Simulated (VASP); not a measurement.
# Pb in VASP: further runs, part 2 of 2

VASP 6.6.1.

### 4 Single point, PBE

This run uses another cell than the first one, of 41.49 Å³/atom, 1.020 times its volume.

File INCAR:

```
SYSTEM = Pb
PREC = Accurate
ENCUT = 520
EDIFF = 1E-7
ISMEAR = -1
SIGMA = 0.05
LREAL = .False.
LASPH = .True.
NELM = 100
ALGO = Normal
ISIF = 2
LWAVE = .False.
LCHARG = .False.
GGA = PE
NBANDS = 21
```

File KPOINTS:

```
Automatic mesh
0
Gamma
  7 7 7
  0 0 0
```

File POSCAR:

```
Pb
1.0
    0.0000000000      3.4733900561      3.4390000555
    3.4733900561      0.0000000000      3.4390000555
    3.4733900561      3.4733900561      0.0000000000
Pb
2
Direct
    0.2500000000      0.2500000000      0.2500000000
    0.0000000000      0.0000000000      0.0000000000
```

Potentials or basis: VASP PAW PBE potentials, release 64 (Pb_d).

Launch:

```bash
$ cat potpaw_PBE.64/Pb_d/POTCAR > POTCAR
$ mpirun -np 1 vasp_std > vasp.out
```

OUTCAR:

```text
SYSTEM = Pb
   PREC = Accurate
   ENCUT = 520
   EDIFF = 1E-7
   ISMEAR = -1
   LREAL = .False.
   LASPH = .True.
   NELM = 100
   ISIF = 2
   GGA = PE

 ion  position               nearest neighbor table
   1  0.250  0.250  0.250-   2 3.00   2 3.00   2 3.00   2 3.00
   2  0.000  0.000  0.000-   1 3.00   1 3.00   1 3.00   1 3.00

  LATTYP: Found a body centered tetragonal cell.
 ALAT       =     4.9121153247
 C/A-ratio  =     1.4002114479

  Lattice vectors:

 A1 = (   0.0000000000,  -3.4733900561,  -3.4390000555)
 A2 = (   0.0000000000,   3.4733900561,  -3.4390000555)
 A3 = (   3.4733900561,   0.0000000000,   3.4390000555)

Analysis of symmetry for initial positions (statically):
=====================================================================
 Subroutine PRICEL returns:
 Original cell was already a primitive cell.

 Routine SETGRP: Setting up the symmetry group for a
 body centered tetragonal supercell.

 Subroutine GETGRP returns: Found 16 space group operations
 (whereof  8 operations were pure point group operations)
 out of a pool of 16 trial point group operations.

The static configuration has the point symmetry D_2d.
 The point group associated with its full space group is D_4h.

Analysis of symmetry for dynamics (positions and initial velocities):
=====================================================================
 Subroutine PRICEL returns:
 Original cell was already a primitive cell.

 Routine SETGRP: Setting up the symmetry group for a
 body centered tetragonal supercell.

 Subroutine GETGRP returns: Found 16 space group operations
 (whereof  8 operations were pure point group operations)
 out of a pool of 16 trial point group operations.

The dynamic configuration has the point symmetry D_2d.
 The point group associated with its full space group is D_4h.

[... 109 lines left out ...]
   NELECT =      28.0000    total number of electrons
   NUPDOWN=      -1.0000    fix difference up-down
   EMIN   =  10.00;   EMAX   =-10.00  energy-range for DOS
   EFERMI =   0.00;   METHOD = LEGACY
   ISMEAR =    -1;   SIGMA  =   0.05  broadening in eV -4-tet -1-fermi 0-gaus
   EFERMI_NEDOS =   21; number of points for ismear=-14 and -15
   IALGO  =     38    algorithm
   IMIX   =      4    mixing-type and parameters
     AMIX     =   0.40;   BMIX     =  1.00
     AMIX_MAG =   1.60;   BMIX_MAG =  1.00
  volume/ion in A,a.u.               =      41.49       279.99
  Fermi-wavevector in a.u.,A,eV,Ry     =   1.139736  2.153789 17.673955  1.298999
  Thomas-Fermi vector in A             =   2.276439
   LORBIT       =      0    0 simple, 1 ext, 2 COOP (PROOUT), +10 PAW based schemes
   GGA     = PE    functional components
   LHFCALC =     F    Hartree Fock is set to
   AEXX    =    0.0000 exact exchange contribution
   IVDW    =     0    specifies the selected vdW correction
   LEPSILON=     F    determine dielectric tensor
   LRPA    =     F    only Hartree local field effects (RPA)
 non-spin polarized calculation
  energy-cutoff  :      520.00
  volume of cell :       82.98
 maximum number of plane-waves:      2250
   NGX = 19   NGY = 19   NGZ = 19

 number of electron      27.9999998 magnetization

 Free energy of the ion-electron system (eV)
  ---------------------------------------------------
  ext. energy  EPLUGINS =         0.00000000
  ---------------------------------------------------
  free energy    TOTEN  =        -6.58408208 eV

  energy without entropy =       -6.57804299  energy(sigma->0) =       -6.58106253

 E-fermi :   4.1653     XC(G=0):  -8.3402

 val. band max:        4.1484242906   @ k =  -0.1429   0.0000   0.1429
 cond. band min:       4.1838959927   @ k =   0.1429   0.0000   0.0000
 fundamental gap:      0.0354717021
 Fermi energy:         4.1652910937

 k-point     1 :       0.0000    0.0000    0.0000
  band No.  band energies     occupation
      1     -12.9981      2.00000
      2     -12.9930      2.00000
      3     -12.9930      2.00000
      4     -12.9226      2.00000
      5     -12.9206      2.00000
      6     -12.5154      2.00000
[... 565 lines left out ...]
     20      12.1724      0.00000
     21      12.6756      0.00000

 [... further k-points ...]

------------------------ aborting loop because EDIFF is reached ----------------------------------------

  FORCE on cell =-STRESS in cart. coord.  units (eV):
  Direction    XX          YY          ZZ          XY          YZ          ZX
  --------------------------------------------------------------------------------------
  -------------------------------------------------------------------------------------
  Total        0.8479533      0.8479533      0.8747024      0.0000000      0.0000000      0.0000000
  in kB       16.3724335     16.3724335     16.8889092      0.0000000      0.0000000      0.0000000
  external PRESSURE =      16.5445921 kB  Pullay stress =       0.0000000 kB

 VOLUME and BASIS-vectors are now :
 -----------------------------------------------------------------------------
  energy-cutoff  :      520.00
  volume of cell :       82.98
      direct lattice vectors                 reciprocal lattice vectors
     0.000000000  3.473390056  3.439000056    -0.143951584  0.143951584  0.145391100
     3.473390056  0.000000000  3.439000056     0.143951584 -0.143951584  0.145391100
     3.473390056  3.473390056  0.000000000     0.143951584  0.143951584 -0.145391100

 POSITION                                       TOTAL-FORCE (eV/Angst)
 -----------------------------------------------------------------------------------
      1.73670      1.73670      1.71950        -0.000000     -0.000000     -0.000000
      0.00000      0.00000      0.00000         0.000000      0.000000      0.000000
 -----------------------------------------------------------------------------------
    total drift:                                0.000000      0.000000      0.000000

  FREE ENERGIE OF THE ION-ELECTRON SYSTEM (eV)
  ---------------------------------------------------
  free  energy   TOTEN  =        -6.5840820807 eV

  energy  without entropy=       -6.5780429880  energy(sigma->0) =       -6.58106253
```

OSZICAR:

```text
N       E                     dE             d eps       ncg     rms          rms(c)
DAV:   1     0.291086285086E+03    0.29109E+03   -0.13699E+04  1680   0.145E+03
DAV:   2     0.148870021735E+02   -0.27620E+03   -0.27017E+03  1690   0.388E+02
DAV:   3    -0.581051365181E+01   -0.20698E+02   -0.20565E+02  2074   0.135E+02
DAV:   4    -0.656286228100E+01   -0.75235E+00   -0.75211E+00  1935   0.307E+01
DAV:   5    -0.660745430152E+01   -0.44592E-01   -0.44591E-01  2586   0.666E+00    0.146E+00
DAV:   6    -0.658893140658E+01    0.18523E-01   -0.27926E-02  2341   0.229E+00    0.844E-01
DAV:   7    -0.658262224780E+01    0.63092E-02   -0.26283E-02  2327   0.211E+00    0.162E-01
DAV:   8    -0.658378533891E+01   -0.11631E-02   -0.46512E-03  1973   0.755E-01    0.386E-02
DAV:   9    -0.658406065574E+01   -0.27532E-03   -0.45062E-04  1885   0.236E-01    0.164E-02
DAV:  10    -0.658407709120E+01   -0.16435E-04   -0.46109E-05  2024   0.696E-02    0.510E-03
DAV:  11    -0.658408210092E+01   -0.50097E-05   -0.90161E-06  2209   0.236E-02    0.507E-04
DAV:  12    -0.658408208075E+01    0.20170E-07   -0.30691E-07  1937   0.453E-03
   1 F= -.65840821E+01 E0= -.65810625E+01  d E =-.603909E-02
```

stdout:

```text
POSCAR found type information on POSCAR Pb
 POSCAR found :  1 types and       2 ions
 scaLAPACK will be used
 LDA part: xc-table for (Slater+PW92), standard interpolation
 POSCAR, INCAR and KPOINTS ok, starting setup
 FFT: planning ... GRIDC
 FFT: planning ... GRID_SOFT
 FFT: planning ... GRID
 WAVECAR not read
 entering main loop
```

Wall time 2.2 min (1 thread of AMD EPYC 7R13, shared host); peak memory 0.21 GiB.

Results:

| Property | Result |
| --- | --- |
| Free energy | -6.5841 eV |
| Pressure | 1.7 GPa |
| Band gap on the k mesh | zero (band 14 reaches 4.54 eV, above the bottom of band 15 at 3.51 eV) |

Caveat: spin-orbit coupling is left out, which moves the levels of the heavy elements.

### 5 Single point, LDA

This run uses another cell than the first one, of 38.23 Å³/atom, 0.940 times its volume.

File INCAR:

```
SYSTEM = Pb
PREC = Accurate
ENCUT = 520
EDIFF = 1E-6
ISMEAR = -1
SIGMA = 0.05
LREAL = .False.
LASPH = .True.
NELM = 60
ALGO = Normal
ISIF = 2
LWAVE = .False.
LCHARG = .False.
GGA = CA
NBANDS = 21
```

File KPOINTS:

```
regular mesh
0
Gamma
  7 7 7
  0 0 0
```

File POSCAR:

```
Pb
1.0
    0.0000000000      3.3687966822      3.3687966822
    3.3687966822      0.0000000000      3.3687966822
    3.3687966822      3.3687966822      0.0000000000
Pb
2
Direct
    0.2500000000      0.2500000000      0.2500000000
    0.0000000000      0.0000000000      0.0000000000
```

Potentials or basis: VASP PAW LDA potentials, release 64 (Pb_d).

Launch:

```bash
$ cat potpaw_LDA.64/Pb_d/POTCAR > POTCAR
$ mpirun -np 1 vasp_std > vasp.out
```

OUTCAR:

```text
SYSTEM = Pb
   PREC = Accurate
   ENCUT = 520
   EDIFF = 1E-6
   ISMEAR = -1
   LREAL = .False.
   LASPH = .True.
   NELM = 60
   ISIF = 2
   GGA = CA

 ion  position               nearest neighbor table
   1  0.250  0.250  0.250-   2 2.92   2 2.92   2 2.92   2 2.92
   2  0.000  0.000  0.000-   1 2.92   1 2.92   1 2.92   1 2.92

  LATTYP: Found a face centered cubic cell.
 ALAT       =     6.7375933644

  Lattice vectors:

 A1 = (   0.0000000000,   3.3687966822,   3.3687966822)
 A2 = (   3.3687966822,   0.0000000000,   3.3687966822)
 A3 = (   3.3687966822,   3.3687966822,   0.0000000000)

Analysis of symmetry for initial positions (statically):
=====================================================================
 Subroutine PRICEL returns:
 Original cell was already a primitive cell.

 Routine SETGRP: Setting up the symmetry group for a
 face centered cubic supercell.

 Subroutine GETGRP returns: Found 48 space group operations
 (whereof 24 operations were pure point group operations)
 out of a pool of 48 trial point group operations.

[... 153 lines left out ...]
  ---------------------------------------------------
  free energy    TOTEN  =        -7.87455445 eV

  energy without entropy =       -7.86858410  energy(sigma->0) =       -7.87156927

 E-fermi :   4.6314     XC(G=0):  -9.0293

 val. band max:        4.5926332956   @ k =  -0.1429   0.1429   0.0000
 cond. band min:       4.6649531285   @ k =   0.1429   0.0000   0.0000
 fundamental gap:      0.0723198328
 Fermi energy:         4.6314444806

 k-point     1 :       0.0000    0.0000    0.0000
  band No.  band energies     occupation
      1     -12.6580      2.00000
      2     -12.6580      2.00000
      3     -12.6580      2.00000
      4     -12.5670      2.00000
      5     -12.5670      2.00000
      6     -12.0625      2.00000
[... 469 lines left out ...]
     20      13.4010      0.00000
     21      14.6680      0.00000

------------------------ aborting loop because EDIFF is reached ----------------------------------------

  FORCE on cell =-STRESS in cart. coord.  units (eV):
  Direction    XX          YY          ZZ          XY          YZ          ZX
  --------------------------------------------------------------------------------------
  -------------------------------------------------------------------------------------
  Total        0.7257125      0.7257125      0.7257125     -0.0000000      0.0000000      0.0000000
  in kB       15.2062023     15.2062023     15.2062023     -0.0000000      0.0000000      0.0000000
  external PRESSURE =      15.2062023 kB  Pullay stress =       0.0000000 kB

 VOLUME and BASIS-vectors are now :
 -----------------------------------------------------------------------------
  energy-cutoff  :      520.00
  volume of cell :       76.46
      direct lattice vectors                 reciprocal lattice vectors
     0.000000000  3.368796682  3.368796682    -0.148420949  0.148420949  0.148420949
     3.368796682  0.000000000  3.368796682     0.148420949 -0.148420949  0.148420949
     3.368796682  3.368796682  0.000000000     0.148420949  0.148420949 -0.148420949

 POSITION                                       TOTAL-FORCE (eV/Angst)
 -----------------------------------------------------------------------------------
      1.68440      1.68440      1.68440        -0.000000     -0.000000     -0.000000
      0.00000      0.00000      0.00000         0.000000      0.000000      0.000000
 -----------------------------------------------------------------------------------
    total drift:                                0.000000      0.000000     -0.000000

  FREE ENERGIE OF THE ION-ELECTRON SYSTEM (eV)
  ---------------------------------------------------
  free  energy   TOTEN  =        -7.8745544460 eV

  energy  without entropy=       -7.8685840955  energy(sigma->0) =       -7.87156927
```

It took 34 s on 1 thread of AMD EPYC 7R43 (Zen 3), shared host; peak memory 0.14 GiB.

Results:

- Free energy: -7.8746 eV
- Pressure: 1.5 GPa
- Band gap on the k mesh: zero (band 14 reaches 5.07 eV, above the bottom of band 15 at 3.85 eV)

Levels at points of the mesh, in eV from the Fermi level:
```
           k point  band 10  band 11  band 12  band 13  band 14  band 15  band 16  band 17  band 18  band 19
(0.00, 0.00, 0.00)   -16.65   -11.54    -3.61     0.43     0.43     0.43     2.45     2.45     2.45     4.07
```

Caveat: spin-orbit coupling is left out, which moves the levels of the heavy elements.

### 6 Summary

| level | potentials or basis | cell | gap on the mesh (eV) | pressure (GPa) |
| --- | --- | --- | --- | --- |
| revPBE | VASP PAW PBE potentials, release 64 (Pb_d) | a = 4.863 Å, angles 60.0°, 2 atoms | none | 3.2 |
| BLYP | VASP PAW PBE potentials, release 64 (Pb_d) | a = 4.863 Å, angles 60.0°, 2 atoms | none | 4.7 |
| PBE | VASP PAW PBE potentials, release 64 (Pb_d) | a = 4.888, b = 4.888, c = 4.912 Å, angles 59.8, 59.8, 60.3°, 2 atoms | none | 1.7 |
| LDA | VASP PAW LDA potentials, release 64 (Pb_d) | a = 4.764 Å, angles 60.0°, 2 atoms | none | 1.5 |

Alike in all rows: task single point; no spin polarisation; k mesh 7 × 7 × 7; cutoff (eV) 520; smearing fermi-dirac 0.05 eV.

Caveats: spin-orbit coupling is left out, which moves the levels of the heavy elements; the PAW data sets were made with another functional, which shifts forces and pressure a little (some runs).

Total energies depend on the potentials used, so only differences within one code and one set of settings carry meaning.
